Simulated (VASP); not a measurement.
A run of VASP 6.6.1 is set up as follows.

The input POSCAR:

```
W
1.0
   -1.6133792515      1.6133792515      1.6133792515
    1.6133792515     -1.6133792515      1.6133792515
    1.6133792515      1.6133792515     -1.6133792515
W
1
Direct
    0.0000000000      0.0000000000      0.0000000000
```

INCAR.step1

```
  PREC = Accurate
  ENCUT = 520
  EDIFF = 1E-5
  ISMEAR = -1
  SIGMA = 0.05
  LREAL = False
  LASPH = True
  NELM = 100
  ALGO = Normal
  ISIF = 2
  LWAVE = True
  LCHARG = False
  NBANDS = 13
  GGA = PE
```

The input INCAR.step2:

```
  PREC = Accurate
  ENCUT = 520
  EDIFF = 1E-6
  ISMEAR = -1
  SIGMA = 0.05
  LREAL = False
  LASPH = True
  NELM = 100
  ALGO = Normal
  ISIF = 2
  LWAVE = False
  LCHARG = False
  GGA = PE
  LHFCALC = True
  AEXX = 0.25
  PRECFOCK = Normal
  NBANDS = 13
  ISTART = 1
```

The input KPOINTS:

```
regular mesh
0
Gamma
  8 8 8
```

Potentials or basis: VASP PAW PBE potentials, release 64 (W_sv).

Run with:

```console
$ cat potpaw_PBE.64/W_sv/POTCAR > POTCAR
$ cp INCAR.step1 INCAR
$ mpirun -np 1 vasp_std > vasp.out
$ cp INCAR.step2 INCAR
$ mpirun -np 1 vasp_std > vasp.out
```

(1) Estimate the band gap on the k mesh.

(2) What does it give for the pressure?

Answers

(1) zero (bands 7 and 8 overlap by 7.53 eV).

(2) -18.1 GPa.

Caveat: the cell stands under tension; the PAW data sets were made with another functional, which shifts forces and pressure a little; spin-orbit coupling is left out, which moves the levels of the heavy elements.
